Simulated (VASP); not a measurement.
Crystal: SiSnO4.

```
Si Sn O
1.0
     3.74661    0.00000    0.00000
     0.00000    3.74661    0.00000
     0.00000    0.00000    5.39176
Si Sn O
1 1 4
Direct
  0.00000 0.00000 0.00000
  0.50000 0.50000 0.50000
  0.50000 0.00000 0.73275
  0.00000 0.50000 0.26725
  0.50000 0.00000 0.26725
  0.00000 0.50000 0.73275
```

| Property | Result |
| --- | --- |
| Program | VASP 6.6.1 |
| Task | relaxation of cell and atoms |
| Functional | PBEsol |
| Potentials or basis | VASP PAW PBE potentials, release 64 (Si, Sn_d, O) |
| Cutoff | 600 eV |
| k mesh | 6 × 6 × 4 |
| Occupations | fermi-dirac, width 0.03 eV |
| Spin | no spin polarisation |

At the start: pressure -29.3 GPa; volume 12.61 Å³/atom.

**Question.** How do energy, volume and symmetry change on relaxing?

**Answer.** Over 11 steps the energy falls by 577.4 meV/atom and the volume is 9.44 Å³/atom (-25.2 %); space group P4/mmm (No. 123, to 0.1 Å) before and after.

The path:
```csv
step,energy change (eV),largest force (eV/Å),pressure (GPa),volume (Å³)
1,0.0000,2.1317,-29.29,75.68
2,-2.7976,2.7757,23.06,53.12
3,-2.9134,2.8298,8.97,55.83
4,-2.9806,2.6972,10.88,54.42
5,-3.3952,0.1106,7.59,55.08
6,-3.4214,0.1208,-5.94,58.17
7,-3.4628,0.1138,-0.52,56.77
8,-3.4628,0.1138,-0.37,56.74
9,-3.4643,0.0085,0.13,56.59
10,-3.4644,0.0047,0.15,56.59
11,-3.4644,0.0034,-0.10,56.64
```

Final structure:
```xyz
6
Lattice="3.4052 0.0000 0.0000 0.0000 3.4052 0.0000 0.0000 0.0000 4.8849" Properties=species:S:1:pos:R:3 pbc="T T T"
Si    0.0000    0.0000    4.8849
Sn    1.7026    1.7026    2.4425
O     1.7026    0.0000    3.7539
O     0.0000    1.7026    1.1311
O     1.7026    0.0000    1.1311
O     0.0000    1.7026    3.7539
```

Caveat: the volume moved by over 15 % at a fixed basis, so the end points are rough; the PAW data sets were made with another functional, which shifts forces and pressure a little.
